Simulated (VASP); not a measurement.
Input of a VASP 6.6.1 run:

Contents of POSCAR:

```
BN
1.0
    0.0000000000      1.7326212049      1.8770063053
    1.7326212049      0.0000000000      1.8770063053
    1.7326212049      1.7326212049      0.0000000000
B N
1 1
Direct
    0.0000000000      0.0000000000      0.0000000000
    0.7500000000      0.7500000000      0.7500000000
```

The input INCAR.step1:

```
SYSTEM = BN
ALGO = Normal ; EDIFF = 1E-4
ENCUT = 520 ; GGA = PE
ISMEAR = 0 ; LASPH = .True.
LCHARG = .False. ; LREAL = .False.
LWAVE = .True. ; NBANDS = 11
NELM = 80 ; PREC = Accurate
SIGMA = 0.05
```

Contents of INCAR.step2:

```
SYSTEM = BN
ALGO = Normal ; EDIFF = 1E-7
ENCUT = 520 ; ISIF = 2
ISMEAR = 0 ; ISTART = 1
LASPH = .True. ; LCHARG = .False.
LMIXTAU = .True. ; LREAL = .False.
LWAVE = .False. ; METAGGA = R2SCAN
NBANDS = 11 ; NELM = 80
PREC = Accurate ; SIGMA = 0.05
```

KPOINTS

```
k-points
0
Gamma
  12 12 12
  0 0 0
```

Potentials or basis: VASP PAW PBE potentials, release 64 (B, N).

Command:

```bash
$ cat potpaw_PBE.64/B/POTCAR potpaw_PBE.64/N/POTCAR > POTCAR
$ cp INCAR.step1 INCAR
$ mpirun -np 1 vasp_std > vasp.out
$ cp INCAR.step2 INCAR
$ mpirun -np 1 vasp_std > vasp.out
```

**Question.** Predict the band gap on the k mesh.

**Answer.** 4.26 eV, indirect (least direct gap 9.31 eV).

**Question.** What does it give for the pressure?

**Answer.** 19.3 GPa.

Stress tensor (GPa, compression positive):
```
 39.35   0.00   0.00
  0.00  39.35   0.00
  0.00   0.00 -20.92
```

Caveat: the cell differs from its parent crystal (strain -0.040 along x and y, +0.040 along z); the PAW data sets were made with another functional, which shifts forces and pressure a little. A k mesh can miss the band edges.
